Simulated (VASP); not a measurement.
Rh: single point with BLYP

Crystal: Rh.

```
CELL_PARAMETERS angstrom
4.58703 0.00000 0.00000
-2.29351 3.97248 0.00000
0.00000 0.00000 2.81761
ATOMIC_POSITIONS crystal
Rh 0.00000 0.00000 0.00000
Rh 0.33333 0.66667 0.50000
Rh 0.66667 0.33333 0.50000
```

This cell differs from its parent crystal: volume scaled by 1.12.

```yaml
Program: VASP 6.6.1
Task: single point
Functional: BLYP
Potentials_or_basis: VASP PAW PBE potentials, release 64 (Rh_pv)
Cutoff: 520 eV
k_mesh: 9 × 9 × 13
Occupations: fermi-dirac, width 0.1 eV
Spin: no spin polarisation
```

| Quantity | Value |
| --- | --- |
| Pressure | -16.3 GPa |

Stress tensor (GPa, compression positive):
```
-16.51   0.00   0.00
  0.00 -16.51   0.00
  0.00   0.00 -15.80
```

Levels at points of the mesh, in eV from the Fermi level:
```tsv
k point	band 19	band 20	band 21	band 22	band 23	band 24	band 25	band 26	band 27	band 28
(0.00, 0.00, 0.00)	-1.79	-1.21	-1.21	-1.14	-1.14	0.52	0.52	7.41	7.41	7.48
```

It took 47 s on 1 thread of Intel(R) Xeon(R) 6975P-C (Granite Rapids), on a shared host, peak memory 0.23 GiB.

Caveat: the PAW data sets were made with another functional, which shifts forces and pressure a little.
